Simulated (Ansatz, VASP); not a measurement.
## One calculation of Te, two programs

```
CELL_PARAMETERS angstrom
2.35113 1.35743 1.72412
-2.35113 1.35743 1.72412
0.00000 -2.71485 1.72412
ATOMIC_POSITIONS crystal
Te 0.50000 0.50000 0.50000
```

Alike in both runs: task single point; functional r2SCAN; k mesh 9 × 9 × 9; occupations fermi-dirac, width 0.05 eV; no spin polarisation.

|  | VASP | Ansatz |
| --- | --- | --- |
| version | VASP 6.6.1 | Ansatz 0.2.0 |
| potentials or method | VASP PAW PBE potentials, release 64 (Te) | Ansatz PAW |
| plane-wave cutoff (eV) | 520 | 500 |
| valence electrons in the cell | 6 | 16 |

```csv
,VASP,Ansatz,Ansatz less VASP
gap on the k mesh at the Fermi level (eV),none,none,-
pressure (GPa),-1.1,-1.1,+0.04
"traceless stress, the component that is largest in VASP (GPa)",0.55,0.54,-0.003
```

VASP's potentials were made for PBE, not for r2SCAN. A gap of «none» marks a metal or a gap that the smearing closes. VASP's potentials hold 6 valence electrons a cell and Ansatz's 16, so a difference there can come from the potentials and not from the codes.

Spin-orbit coupling is off throughout.
